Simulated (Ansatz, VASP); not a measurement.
**Pt: VASP beside Ansatz**

```xyz
1
Lattice="-1.7014 1.7014 1.3648 1.7014 -1.7014 1.3648 1.7014 1.7014 -1.3648" Properties=species:S:1:pos:R:3 pbc="T T T"
Pt    0.0000    0.0000    0.0000
```

Alike in both runs: task relaxation of cell and atoms; functional PBE; k mesh 26 × 26 × 26; occupations gaussian, width 0.1 eV; no spin polarisation.

|  | VASP | Ansatz |
| --- | --- | --- |
| version | VASP 6.6.1 | Ansatz 0.2.0 |
| potentials or method | VASP PAW PBE potentials, release 64 (Pt), cutoff 600 eV | scalar-relativistic, plane waves, PAW |
| valence electrons in the cell | 10 | 18 |

|  | VASP | Ansatz | Ansatz less VASP |
| --- | --- | --- | --- |
| gap on the k mesh at the Fermi level, each at its own relaxed structure (eV) | none | none | - |
| relaxed volume (Å³/atom) | 15.79 | 15.82 | +0.028 |
| relaxed cell length with the largest relative difference (Å) | 2.765 | 2.766 | +0.0016 |

A gap of «none» marks a metal or a gap that the smearing closes. VASP's potentials hold 10 valence electrons a cell and Ansatz's 18, so a difference there can come from the potentials and not from the codes.

Spin-orbit coupling is off throughout.
